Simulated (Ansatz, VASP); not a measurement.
Hf in VASP and in Ansatz

File INCAR:

```
SYSTEM = Hf
PREC     = Accurate       ! precision mode
ENCUT    = 520            ! plane-wave cutoff, eV
EDIFF    = 1E-6           ! SCF threshold, eV
ISMEAR   = -1             ! smearing method
SIGMA    = 0.08           ! smearing width, eV
LREAL    = .False.        ! projectors in reciprocal space
LASPH    = .True.         ! aspherical terms in the spheres
NELM     = 100            ! most SCF steps
ALGO     = Normal         ! electronic algorithm
ISIF     = 2              ! what is computed and relaxed
LWAVE    = .False.        ! write WAVECAR
LCHARG   = .False.        ! write CHGCAR
GGA      = PE             ! functional
NBANDS   = 11             ! bands
```

File KPOINTS:

```
Automatic mesh
0
Gamma
  16 16 16
  0 0 0
```

The input POSCAR:

```
Hf
1.0
   -1.7744008684      1.7744008684      1.7744008684
    1.7744008684     -1.7744008684      1.7744008684
    1.7744008684      1.7744008684     -1.7744008684
Hf
1
Direct
    0.0000000000      0.0000000000      0.0000000000
```

Input for Ansatz:

```yaml
crystal:
  lattice:
    - [-1.7744008684, 1.7744008684, 1.7744008684]
    - [1.7744008684, -1.7744008684, 1.7744008684]
    - [1.7744008684, 1.7744008684, -1.7744008684]
  atoms:
    - { symbol: Hf, position: [0.0, 0.0, 0.0] }
kpoints:
  mp_grid: { grid: [16, 16, 16] }
scf:
  occupations: { method: fermi_dirac, width: 0.08 }
hamiltonian:
  xc: pbe
  pseudopotentials: { kind: all_electron, lapw: { basis_error: 0.001 } }
output:
  forces: true
  stress: true
  eigenvalues: true
```

Change from the starting cell: volume scaled by 0.95.

Alike in both runs: task single point; functional PBE; k mesh 16 × 16 × 16; occupations fermi-dirac, width 0.08 eV; no spin polarisation.

|  | VASP | Ansatz |
| --- | --- | --- |
| version | VASP 6.6.1 | Ansatz 0.2.0 |
| potentials or method | VASP PAW PBE potentials, release 64 (Hf_pv), cutoff 520 eV | all-electron LAPW, scalar-relativistic |

|  | VASP | Ansatz | Ansatz less VASP |
| --- | --- | --- | --- |
| pressure (GPa) | -0.5 | -0.1 | +0.36 |

Ansatz ran all-electron here, and VASP with PAW potentials.

Neither program's run includes spin-orbit coupling.
